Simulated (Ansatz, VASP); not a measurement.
# AgCl in VASP and in Ansatz

```xyz
2
Lattice="0.0000 3.1531 3.1531 3.1531 0.0000 3.1531 3.1531 3.1531 0.0000" Properties=species:S:1:pos:R:3 pbc="T T T"
Ag    0.0000    0.0000    0.0000
Cl    1.5765    1.5765    1.5765
```

Change from the starting cell: hydrostatic strain +5.3%.

Alike in both runs: task single point; functional r2SCAN; k mesh 8 × 8 × 8; no spin polarisation.

|  | VASP | Ansatz |
| --- | --- | --- |
| version | VASP 6.6.1 | Ansatz 0.2.0 |
| potentials or method | VASP PAW PBE potentials, release 64 (Ag, Cl) | plane waves, PAW |
| plane-wave cutoff (eV) | 520 | 500 |
| occupations | gaussian, width 0.01 eV | fixed |
| valence electrons in the cell | 18 | 26 |

Ansatz gave:

```
gap on the k mesh at the Fermi level (eV) : 1.85
pressure (GPa)                            : -3.7
```

Task: Which values does VASP return?

Result: gap on the k mesh at the Fermi level (eV): 1.80; pressure (GPa): -3.8.

VASP's potentials were made for PBE, not for r2SCAN. VASP's potentials hold 18 valence electrons a cell and Ansatz's 26, so a difference there can come from the potentials and not from the codes.
